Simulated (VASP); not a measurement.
LiGaSi2O6: single point with LDA

LiGaSi2O6:

```
CELL_PARAMETERS angstrom
2.88291 4.17312 4.81415
2.88291 -4.17312 4.81415
9.31198 0.00000 0.00000
ATOMIC_POSITIONS crystal
Li 0.93128 0.24743 0.43579
Li 0.57008 0.14996 0.07339
Li 0.39419 0.86111 0.83839
Li 0.05497 0.64575 0.61535
Ga 0.50863 0.70244 0.36657
Ga 0.96332 0.78193 0.11789
Ga 0.05849 0.20397 0.84271
Ga 0.46465 0.29621 0.58795
Si 0.20881 0.07030 0.16172
Si 0.21047 0.01368 0.55577
Si 0.28141 0.44275 0.30508
Si 0.25701 0.50936 0.88483
Si 0.69674 0.57290 0.65662
Si 0.71566 0.53438 0.05208
Si 0.76609 0.98511 0.80189
Si 0.74546 0.01676 0.39089
O 0.16132 0.99564 0.02608
O 0.28386 0.08892 0.66770
O 0.31009 0.48868 0.45153
O 0.23199 0.40071 0.75944
O 0.40368 0.92569 0.21403
O 0.35944 0.79163 0.53337
O 0.09437 0.59400 0.25203
O 0.09491 0.70490 0.94198
O 0.98952 0.07121 0.32408
O 0.29688 0.18262 0.36080
O 0.46151 0.49982 0.13503
O 0.26632 0.30303 0.06390
O 0.65304 0.47360 0.53686
O 0.73738 0.60628 0.19066
O 0.80663 0.04904 0.93022
O 0.74437 0.89955 0.27699
O 0.88646 0.39422 0.70476
O 0.84489 0.34068 0.99704
O 0.56427 0.13241 0.76192
O 0.61903 0.23279 0.41280
O 0.46786 0.61432 0.81578
O 0.75745 0.72900 0.87384
O 0.98120 0.99143 0.62483
O 0.72549 0.81767 0.56232
```

```yaml
Program: VASP 6.6.1
Task: single point
Functional: LDA
Potentials_or_basis: VASP PAW LDA potentials, release 64 (Li_sv, Ga_d, Si, O)
Cutoff: 520 eV
k_mesh: 2 × 2 × 1
Occupations: fermi-dirac, width 0.05 eV
Spin: no spin polarisation
Dipole_correction: no
Further_INCAR_settings: LREAL = Auto; ALGO = Normal; EDIFF = 1e-07; NBANDS = 146
```

- Largest force: 8.229 eV/Å
- Band gap on the k mesh: 4.24 eV (least direct gap 4.28 eV)

Forces on the atoms (eV/Å):
```
Li  -0.035 -1.606  0.441
Li   0.744  0.098  0.678
Li   0.823 -0.857  0.458
Li   0.027  0.682  0.135
Ga  -2.111  2.222  1.515
Ga   0.677 -2.504 -0.607
Ga   0.737 -1.904 -2.629
Ga   2.973 -1.095 -0.882
Si  -1.787 -0.052 -2.615
Si  -0.367  6.009  5.609
Si   0.524  0.379 -0.190
Si   1.071 -0.047 -2.066
Si  -0.919  0.579 -2.689
Si   0.817 -1.460 -0.895
Si  -0.162  1.087 -0.586
Si  -0.942  1.928  0.794
O    0.713 -0.256  0.138
O    0.314 -0.674 -2.265
O   -0.189 -2.113  0.975
O    2.982 -1.695  2.514
O   -1.513  0.095 -0.182
O    2.860 -3.611 -1.039
O    1.991 -0.176 -2.264
O   -3.655  2.311  0.268
O   -1.028  0.924  0.232
O    1.445 -2.130 -1.394
O   -1.415  2.331  3.715
O   -1.795 -1.099  1.952
O    0.672 -1.255  2.290
O   -0.141 -0.003  0.198
O    0.850  1.789  0.574
O   -1.061 -0.911 -0.089
O   -0.971 -1.332  1.726
O    1.245  1.451 -0.353
O    0.418  1.403 -1.162
O   -2.849  3.018  0.437
O   -1.972  3.354  0.481
O   -0.691 -1.482  0.457
O    0.311 -4.037 -4.300
O    1.408  0.640  0.618
```

Levels at points of the mesh, in eV from the valence-band top:
| k point | band 117 | band 118 | band 119 | band 120 | band 121 | band 122 | band 123 | band 124 |
| --- | --- | --- | --- | --- | --- | --- | --- | --- |
| (0.00, 0.00, 0.00) | -0.58 | -0.46 | -0.25 | -0.04 | 4.24 | 6.34 | 6.49 | 6.79 |
| (0.50, 0.00, 0.00) | -0.50 | -0.40 | -0.19 | 0.00 | 5.37 | 5.86 | 6.36 | 6.44 |
| (0.00, 0.50, 0.00) | -0.54 | -0.41 | -0.24 | -0.01 | 5.49 | 5.65 | 6.30 | 6.66 |
| (0.50, 0.50, 0.00) | -0.51 | -0.43 | -0.22 | -0.02 | 5.77 | 5.99 | 6.08 | 6.43 |

Wall time 18 min on 1 thread of Intel Xeon 8259CL, on a shared host, peak memory 0.46 GiB.

Caveat: the k points lie up to 0.72 Å⁻¹ apart; the atoms stand as in a frame of molecular dynamics; forces of over 1 eV/Å act on the atoms, so gaps and moduli don't describe the material at rest. A k mesh can miss the band edges.
